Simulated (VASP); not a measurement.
Wanted: the native input for a VASP 6.6.1 run.

```
Task                   : single point
Functional             : LDA
Potentials or basis    : VASP PAW LDA potentials, release 64 (Ga_d)
Cutoff                 : 520 eV
k mesh                 : 20 × 20 × 11
Occupations            : fermi-dirac, width 0.1 eV
Spin                   : no spin polarisation
Dipole correction      : no
Further INCAR settings : ALGO = Normal; EDIFF = 1e-07; NBANDS = 20
```

The structure of Ga lies in POSCAR:

```
Ga
1.0
    2.9336707967      0.0000000000      0.0000000000
   -1.4668353984      2.5406334363      0.0000000000
    0.0000000000      0.0000000000      4.6315684538
Ga
2
Direct
    0.3333333333      0.6666666667      0.2500000000
    0.6666666667      0.3333333333      0.7500000000
```

This isn't the form of Ga at room conditions, which is orthorhombic.

The input as run:

INCAR

```
ALGO = Normal ; EDIFF = 1E-7
ENCUT = 520 ; ISIF = 2
ISMEAR = -1 ; LASPH = True
LCHARG = True ; LELF = True
LREAL = False ; LVHAR = True
LWAVE = False ; NBANDS = 20
NELM = 60 ; PREC = Accurate
SIGMA = 0.1
```

KPOINTS

```
k-points
0
Gamma
  20 20 11
```

Potentials or basis: VASP PAW LDA potentials, release 64 (Ga_d).

Launch:

```bash
$ cat potpaw_LDA.64/Ga_d/POTCAR > POTCAR
$ mpirun -np 1 vasp_std > vasp.out
```

It gave:

The pressure is 0.2 GPa. The band gap on the k mesh is zero (bands 13 and 14 overlap by 7.40 eV).

Wall time 2.5 min on 1 thread of Intel Xeon 8259CL, with other jobs on the host, peak memory 0.25 GiB.
